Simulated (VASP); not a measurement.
# GaP (F-43m) in VASP: notebook, part 2 of 2

VASP 6.6.1.

### 5 Relaxation of cell and atoms, PBE+D3(BJ)

This run uses another cell than the first one, of 20.24 Å³/atom, 1.033 times its volume.

File INCAR:

```
SYSTEM = GaP
ALGO = Normal
EDIFF = 1E-7
EDIFFG = -0.02
ENCUT = 600
GGA = PE
IBRION = 2
ISIF = 3
ISMEAR = 0
IVDW = 12
LASPH = .True.
LCHARG = .False.
LREAL = .False.
LWAVE = .False.
NELM = 100
NSW = 80
PREC = Accurate
SIGMA = 0.01
```

File KPOINTS:

```
k-points
0
Gamma
  6 6 6
  0 0 0
```

File POSCAR:

```
GaP
1.0
    0.0000000000      2.7252500000      2.7252500000
    2.7252500000      0.0000000000      2.7252500000
    2.7252500000      2.7252500000      0.0000000000
Ga P
1 1
Direct
    0.0000000000      0.0000000000      0.0000000000
    0.2500000000      0.2500000000      0.2500000000
```

Potentials or basis: VASP PAW PBE potentials, release 64 (Ga_d, P).

Run with:

```
$ cat potpaw_PBE.64/Ga_d/POTCAR potpaw_PBE.64/P/POTCAR > POTCAR
$ mpirun -np 1 vasp_std > vasp.out
```

OUTCAR:

```text
SYSTEM = GaP
   EDIFF = 1E-7
   EDIFFG = -0.02
   ENCUT = 600
   GGA = PE
   IBRION = 2
   ISIF = 3
   ISMEAR = 0
   IVDW = 12
   LASPH = .True.
   LREAL = .False.
   NELM = 100
   NSW = 80
   PREC = Accurate
 IVDW          = 12

 ion  position               nearest neighbor table
   1  0.000  0.000  0.000-   2 2.36   2 2.36   2 2.36   2 2.36
   2  0.250  0.250  0.250-   1 2.36   1 2.36   1 2.36   1 2.36

  LATTYP: Found a face centered cubic cell.
 ALAT       =     5.4505000000

  Lattice vectors:

 A1 = (   0.0000000000,   2.7252500000,   2.7252500000)
 A2 = (   2.7252500000,   0.0000000000,   2.7252500000)
 A3 = (   2.7252500000,   2.7252500000,   0.0000000000)

Analysis of symmetry for initial positions (statically):
=====================================================================
 Subroutine PRICEL returns:
 Original cell was already a primitive cell.

 Routine SETGRP: Setting up the symmetry group for a
 face centered cubic supercell.

 Subroutine GETGRP returns: Found 24 space group operations
 (whereof 24 operations were pure point group operations)
 out of a pool of 48 trial point group operations.

[... 219 lines left out ...]
      7       4.7014      2.00000
      8       4.7015      2.00000
      9       4.7015      2.00000
     10       6.5611      0.00000
     11       8.5852      0.00000
     12       8.5852      0.00000
     13       8.5852      0.00000
[... 226 lines left out ...]
  band No.  band energies     occupation
      1      -9.9694      2.00000
      2      -9.8182      2.00000
      3      -9.8037      2.00000
      4      -9.7846      2.00000
      5      -9.7504      2.00000
      6      -4.7666      2.00000
      7      -1.9244      2.00000
      8       1.3073      2.00000
      9       1.4197      2.00000
     10       8.1787      0.00000
     11       8.3534      0.00000
     12      12.2775      0.00000
     13      12.2988      0.00000

------------------------ aborting loop because EDIFF is reached ----------------------------------------

 Edisp (eV)   -0.63586

 E8    (eV) :    -0.2697

  FORCE on cell =-STRESS in cart. coord.  units (eV):
  Direction    XX          YY          ZZ          XY          YZ          ZX
  --------------------------------------------------------------------------------------
  -------------------------------------------------------------------------------------
  Total       0.03656     0.03656     0.03656     0.00000    -0.00000     0.00000
  in kB       1.45316     1.45316     1.45316     0.00000    -0.00000     0.00000
  external pressure =        1.45 kB  Pullay stress =        0.00 kB

 VOLUME and BASIS-vectors are now :
 -----------------------------------------------------------------------------
  energy-cutoff  :      600.00
  volume of cell :       40.31
      direct lattice vectors                 reciprocal lattice vectors
    -0.000000000  2.721472914  2.721472914    -0.183724041  0.183724041  0.183724041
     2.721472914 -0.000000000  2.721472914     0.183724041 -0.183724041  0.183724041
     2.721472914  2.721472914  0.000000000     0.183724041  0.183724041 -0.183724041

 POSITION                                       TOTAL-FORCE (eV/Angst)
 -----------------------------------------------------------------------------------
     -0.00000      2.72147      2.72147         0.000000      0.000000     -0.000000
      1.36074      1.36074      1.36074        -0.000000     -0.000000      0.000000
 -----------------------------------------------------------------------------------
    total drift:                                0.000002      0.000002      0.000002

  FREE ENERGIE OF THE ION-ELECTRON SYSTEM (eV)
  ---------------------------------------------------
  free  energy   TOTEN  =        -9.7353669397 eV

  energy  without entropy=       -9.7353669397  energy(sigma->0) =       -9.73536694

 reached required accuracy - stopping structural energy minimisation
```

CONTCAR:

```text
GaP
   1.00000000000000
    -0.0000000000000000    2.7214729141263332    2.7214729141263332
     2.7214729141263332   -0.0000000000000000    2.7214729141263332
     2.7214729141263332    2.7214729141263332    0.0000000000000000
  Ga              P
     1     1
Direct
     1.0000000000000000    0.0000000000000000    0.0000000000000000
     0.2500000000000000    0.2500000000000000    0.2500000000000000

  0.00000000E+00  0.00000000E+00  0.00000000E+00
  0.00000000E+00  0.00000000E+00  0.00000000E+00
```

It took 16 s on 1 thread of AMD EPYC 7R13 (Zen 3), shared host; peak memory 0.16 GiB.

What came out:

```yaml
Free_energy: -9.7354 eV
Relaxed_volume: 20.16 Å³/atom
Relaxed_cell: a = 3.849 Å, b = 3.849 Å, c = 3.849 Å, α = 60.00°, β = 60.00°, γ = 60.00°
Space_group_after_relaxing_to_0.05_Å: F-43m (No. 216)
Energy_gained_by_relaxing: 0.0 meV/atom
Ionic_steps: 2
Pressure_after_relaxing: 0.1 GPa
Band_gap_on_the_k_mesh: 1.64 eV, indirect (least direct gap 1.86 eV)
Dispersion_energy_per_atom: -0.318 eV
```

Final structure:
```
Ga P
1.0
     0.00000    2.72147    2.72147
     2.72147    0.00000    2.72147
     2.72147    2.72147    0.00000
Ga P
1 1
Direct
  0.00000 0.00000 0.00000
  0.25000 0.25000 0.25000
```

Levels at points of the mesh, in eV from the valence-band top:
| k point | band 5 | band 6 | band 7 | band 8 | band 9 | band 10 | band 11 | band 12 | band 13 |
| --- | --- | --- | --- | --- | --- | --- | --- | --- | --- |
| (0.00, 0.00, 0.00) | -14.47 | -12.52 | 0.00 | 0.00 | 0.00 | 1.86 | 3.88 | 3.88 | 3.88 |
| (0.50, 0.00, 0.00) | -14.46 | -10.44 | -6.66 | -1.12 | -1.12 | 1.68 | 4.72 | 4.72 | 8.29 |
| (0.50, 0.50, 0.00) | -14.44 | -9.54 | -6.78 | -2.70 | -2.70 | 1.64 | 1.81 | 10.63 | 10.63 |

### 6 Relaxation of cell and atoms, LDA

This run uses another cell than the first one, of 20.24 Å³/atom, 1.033 times its volume.

File INCAR:

```
SYSTEM = GaP
PREC = Accurate
ENCUT = 600
EDIFF = 1E-6
ISMEAR = 0
SIGMA = 0.01
LREAL = .False.
LASPH = .True.
NELM = 100
ALGO = Normal
ISIF = 3
LWAVE = .False.
LCHARG = .False.
GGA = CA
IBRION = 2
NSW = 80
EDIFFG = -0.02
```

File KPOINTS:

```
regular mesh
0
Gamma
  6 6 6
  0 0 0
```

POSCAR is that of step 5.

Potentials or basis: VASP PAW LDA potentials, release 64 (Ga_d, P).

Run with:

```
$ cat potpaw_LDA.64/Ga_d/POTCAR potpaw_LDA.64/P/POTCAR > POTCAR
$ mpirun -np 1 vasp_std > vasp.out
```

It took 18 s on 1 thread of AMD EPYC 7R13 (Zen 3), shared host; peak memory 0.13 GiB.

The run converged. Its results:

| Item | Value |
| --- | --- |
| Free energy | -10.4355 eV |
| Relaxed volume | 19.62 Å³/atom |
| Relaxed cell | a = 3.814 Å, b = 3.814 Å, c = 3.814 Å, α = 60.00°, β = 60.00°, γ = 60.00° |
| Space group after relaxing (to 0.05 Å) | F-43m (No. 216) |
| Energy gained by relaxing | 5.3 meV/atom |
| Ionic steps | 3 |
| Pressure after relaxing | -0.1 GPa |
| Band gap on the k mesh | 1.43 eV, indirect (least direct gap 1.90 eV) |

Step by step:
```
step  energy change (eV)  largest force (eV/Å)  pressure (GPa)  volume (Å³)
   1              0.0000                0.0000           -2.66        40.48
   2             -0.0071                0.0000            1.67        38.54
   3             -0.0106                0.0000           -0.07        39.23
```

Final structure:
```xyz
2
Lattice="0.0000 2.6970 2.6970 2.6970 0.0000 2.6970 2.6970 2.6970 0.0000" Properties=species:S:1:pos:R:3 pbc="T T T"
Ga    0.0000    0.0000    0.0000
P     1.3485    1.3485    1.3485
```

Levels at points of the mesh, in eV from the valence-band top:
```tsv
k point	band 7	band 8	band 9	band 10	band 11	band 12
(0.00, 0.00, 0.00)	0.00	0.00	0.00	1.90	3.78	3.78
(0.50, 0.00, 0.00)	-6.89	-1.18	-1.18	1.61	4.62	4.62
(0.50, 0.50, 0.00)	-6.99	-2.82	-2.82	1.43	1.65	10.69
```

A k mesh can miss the band edges. Zero-point motion and thermal expansion aren't in these numbers.

### 7 Relaxation of cell and atoms, RPBE

This run uses another cell than the first one, of 20.24 Å³/atom, 1.033 times its volume.

File INCAR:

```
PREC = Accurate
ENCUT = 600
EDIFF = 1E-6
ISMEAR = 0
SIGMA = 0.01
LREAL = F
LASPH = T
NELM = 80
ALGO = Normal
ISIF = 3
LWAVE = F
LCHARG = F
GGA = RP
IBRION = 2
NSW = 80
EDIFFG = -0.02
```

File KPOINTS:

```
regular mesh
0
Gamma
  6 6 6
```

POSCAR is that of step 6.

Potentials or basis: VASP PAW PBE potentials, release 64 (Ga_d, P).

Run with:

```
$ cat potpaw_PBE.64/Ga_d/POTCAR potpaw_PBE.64/P/POTCAR > POTCAR
$ mpirun -np 1 vasp_std > vasp.out
```

Run time: 24 s. Hardware: 1 thread of AMD EPYC 7R13 (Zen 3), shared host; peak memory 0.15 GiB.

The run converged. Its results:

| Item | Value |
| --- | --- |
| Free energy | -8.4476 eV |
| Relaxed volume | 21.42 Å³/atom |
| Relaxed cell | a = 3.927 Å, b = 3.927 Å, c = 3.927 Å, α = 60.00°, β = 60.00°, γ = 60.00° |
| Space group after relaxing (to 0.05 Å) | F-43m (No. 216) |
| Energy gained by relaxing | 15.7 meV/atom |
| Ionic steps | 3 |
| Pressure after relaxing | 0.0 GPa |
| Band gap on the k mesh | 1.49 eV, direct |

The path:
| step | energy change (eV) | largest force (eV/Å) | pressure (GPa) | volume (Å³) |
| --- | --- | --- | --- | --- |
| 1 | 0.0000 | 0.0000 | 4.47 | 40.48 |
| 2 | -0.0259 | 0.0000 | -1.61 | 43.88 |
| 3 | -0.0314 | 0.0000 | -0.02 | 42.83 |

Final structure:
```
Ga P
1.0
     0.00000    2.77698    2.77698
     2.77698    0.00000    2.77698
     2.77698    2.77698    0.00000
Ga P
1 1
Cartesian
  0.0000 0.0000 0.0000
  1.3885 1.3885 1.3885
```

Levels at points of the mesh, in eV from the valence-band top:
```tsv
k point	band 6	band 7	band 8	band 9	band 10	band 11	band 12	band 13
(0.00, 0.00, 0.00)	-12.05	0.00	0.00	0.00	1.49	3.93	3.93	3.93
(0.50, 0.00, 0.00)	-10.18	-6.27	-1.03	-1.03	1.60	4.76	4.76	8.34
(0.50, 0.50, 0.00)	-9.36	-6.45	-2.48	-2.48	1.87	1.94	10.22	10.22
```

Caveat: the PAW data sets were made with another functional, which shifts forces and pressure a little. A k mesh can miss the band edges.

### 8 The runs side by side

```csv
task,level,potentials or basis,cell,cutoff (eV),gap on the mesh (eV),pressure (GPa),relaxed volume (Å³/atom)
single point,LDA,"VASP PAW LDA potentials, release 64 (Ga_d, P)","a = 3.812 Å, angles 60.0°, 2 atoms",520,1.42,0.1,-
single point,PBE+D3(BJ),"VASP PAW PBE potentials, release 64 (Ga_d, P)","a = 3.851 Å, angles 60.0°, 2 atoms",520,1.65,-0.1,-
single point,RPBE,"VASP PAW PBE potentials, release 64 (Ga_d, P)","a = 3.928 Å, angles 60.0°, 2 atoms",520,1.49,-0.1,-
relaxation of cell and atoms,PBE+D3(BJ),"VASP PAW PBE potentials, release 64 (Ga_d, P)","relaxed from a = 3.854 Å, angles 60.0°, 2 atoms",600,1.64,0.1,20.16
relaxation of cell and atoms,LDA,"VASP PAW LDA potentials, release 64 (Ga_d, P)","relaxed from a = 3.854 Å, angles 60.0°, 2 atoms",600,1.43,-0.1,19.62
relaxation of cell and atoms,RPBE,"VASP PAW PBE potentials, release 64 (Ga_d, P)","relaxed from a = 3.854 Å, angles 60.0°, 2 atoms",600,1.49,0.0,21.42
```

Alike in all rows: no spin polarisation; k mesh 6 × 6 × 6; smearing gaussian 0.01 eV.

Caveats: the PAW data sets were made with another functional, which shifts forces and pressure a little (some runs).

Total energies depend on the potentials used, so only differences within one code and one set of settings carry meaning.

### 9 Against experiment

Step 2. Measured gap of GaP: 2.34 eV (indirect; 10 K; quoted in “Stacking defects in GaP nanowires: Electronic structure and optical properties”, 2018, arxiv:1810.01194). This calculation gives 1.42 eV (-0.92 eV). Spin-orbit coupling on Ga is left out. The value is that of LDA on a finite k mesh, which can miss the band edges, without temperature or zero-point motion. Semilocal functionals fall short of measured gaps as a rule.

Step 3. Against the measured gap of GaP, 2.34 eV (indirect; 10 K; quoted in “Stacking defects in GaP nanowires: Electronic structure and optical properties”, 2018, arxiv:1810.01194), the calculated 1.65 eV is off by -0.69 eV. Spin-orbit coupling on Ga is left out. The value is that of PBE+D3(BJ) on a finite k mesh, which can miss the band edges, without temperature or zero-point motion. Semilocal functionals fall short of measured gaps as a rule.

Step 4. A measured gap of GaP is 2.34 eV (indirect; 10 K; quoted in “Stacking defects in GaP nanowires: Electronic structure and optical properties”, 2018, arxiv:1810.01194); the calculated 1.49 eV misses it by -0.85 eV. Spin-orbit coupling on Ga is left out. The value is that of RPBE on a finite k mesh, which can miss the band edges, without temperature or zero-point motion. Semilocal functionals fall short of measured gaps as a rule.
